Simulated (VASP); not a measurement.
A run of VASP 6.6.1 is set up as follows.

Contents of INCAR:

```
SYSTEM = H4C17
ALGO     = Normal         ! electronic algorithm
EDIFF    = 1E-6           ! SCF threshold, eV
ENCUT    = 520            ! plane-wave cutoff, eV
GGA      = PE             ! functional
GGA_COMPAT= .False.      
ISIF     = 2              ! what is computed and relaxed
ISMEAR   = 0              ! smearing method
ISPIN    = 2              ! spin polarisation
LASPH    = .True.         ! aspherical terms in the spheres
LCHARG   = .False.        ! write CHGCAR
LORBIT   = 11             ! projections on sites
LREAL    = .False.        ! projectors in reciprocal space
LWAVE    = .False.        ! write WAVECAR
MAGMOM   = 0 0 0 0 0 0 0 0 0 0 0 0 0 0 0 0 0 0.07 0 0 0.08 ! initial moments
NBANDS   = 56             ! bands
NELM     = 200            ! most SCF steps
NELMDL   = -8           
PREC     = Accurate       ! precision mode
SIGMA    = 0.05           ! smearing width, eV
```

KPOINTS

```
k-points
0
Gamma
  3 3 1
  0 0 0
```

File POSCAR:

```
H4C17
1.0
    5.0487420000      0.0000000000      0.0000000000
    2.5243710000      4.3723390000      0.0000000000
    0.0000000000      0.0000000000     15.6764260000
H C
4 17
Direct
    0.1666667848      0.1666666285      0.0637901139
    0.6666667848      0.1666666285      0.0637901139
    0.1666666285      0.6666667429      0.0637901139
    0.6666666285      0.6666667429      0.0637901139
    0.1666667848      0.1666666285      0.1339591052
    0.6666667848      0.1666666285      0.1339591052
    0.1666666285      0.6666667429      0.1339591052
    0.6666666285      0.6666667429      0.1339591052
   -0.1666666285      0.3333332571      0.1668292250
    0.3333333715      0.3333332571      0.1668292250
   -0.1666667848      0.8333333715      0.1668292250
    0.3333332152      0.8333333715      0.1668292250
   -0.1627601889      0.3335029603      0.2701414851
    0.3351597947      0.3322905658      0.2802506132
   -0.1627602135      0.8290082265      0.2701378490
    0.3246618786      0.8375729787      0.2597126411
    0.0071437214     -0.0037057968      0.2937264527
    0.5035966015     -0.0212545276      0.3008234147
    0.0026829683      0.4985279046      0.2952562019
    0.5035823757      0.5173750251      0.3008123790
    0.4740396360      0.7627041270      0.3701320696
```

Potentials or basis: VASP PAW PBE potentials, release 64 (H, C).

Launch:

```sh
$ cat potpaw_PBE.64/H/POTCAR potpaw_PBE.64/C/POTCAR > POTCAR
$ mpirun -np 1 vasp_std > vasp.out
```

(1) Estimate the band gap on the k mesh.

(2) What does it give for the net moment?

Results:

(1) 0.21 eV.

(2) 0.00 μB per cell.

Caveat: the k points lie up to 0.48 Å⁻¹ apart; there is no dipole correction, which matters where the two faces differ.
